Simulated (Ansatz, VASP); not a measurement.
## Two plane-wave programs on RbBr

INCAR

```
  PREC = Accurate
  ENCUT = 520
  EDIFF = 1E-6
  ISMEAR = 0
  SIGMA = 0.05
  LREAL = F
  LASPH = T
  NELM = 60
  ALGO = Normal
  ISIF = 2
  LWAVE = F
  LCHARG = F
  GGA = PS
  NBANDS = 15
```

Contents of KPOINTS:

```
regular mesh
0
Gamma
  6 6 6
```

File POSCAR:

```
RbBr
1.0
    0.0000000000      3.4275000000      3.4275000000
    3.1704375000      0.0000000000      3.4275000000
    3.1704375000      3.4275000000      0.0000000000
Rb Br
1 1
Direct
    0.0000000000      0.0000000000      0.0000000000
    0.5000000000      0.5000000000      0.5000000000
```

Input for Ansatz:

```yaml
crystal:
  lattice:
    - [0.0, 3.4275, 3.4275]
    - [3.1704375, 0.0, 3.4275]
    - [3.1704375, 3.4275, 0.0]
  atoms:
    - { symbol: Rb, position: [0.0, 0.0, 0.0] }
    - { symbol: Br, position: [0.5, 0.5, 0.5] }
basis:
  ecutwfc: 420
kpoints:
  mp_grid: { grid: [6, 6, 6] }
hamiltonian:
  xc: pbesol
scf:
  occupations: { method: gaussian, width: 0.05 }
output:
  forces: true
  stress: true
  eigenvalues: true
```

Change from the starting cell: strain -0.0750 x Voigt [1, 0, 0, 0, 0, 0], atoms carried along.

Alike in both runs: task single point; functional PBEsol; k mesh 6 × 6 × 6; occupations gaussian, width 0.05 eV; no spin polarisation.

|  | VASP | Ansatz |
| --- | --- | --- |
| version | VASP 6.6.1 | Ansatz 0.2.0 |
| potentials or method | VASP PAW PBE potentials, release 64 (Rb_sv, Br), cutoff 520 eV | scalar-relativistic, plane waves, PAW |
| valence electrons in the cell | 16 | 16 |

Ansatz gave:

- gap on the k mesh at the Fermi level (eV): 4.26
- least direct gap on the mesh (eV): 4.26
- pressure (GPa): 1.6
- traceless stress, the component that is largest in VASP (GPa): 2.68

Question: What did VASP give for the same quantities?

Answer: gap on the k mesh at the Fermi level (eV): 4.25; least direct gap on the mesh (eV): 4.25; pressure (GPa): 1.7; traceless stress, the component that is largest in VASP (GPa): 2.72.

VASP's potentials were made for PBE, not for PBEsol.
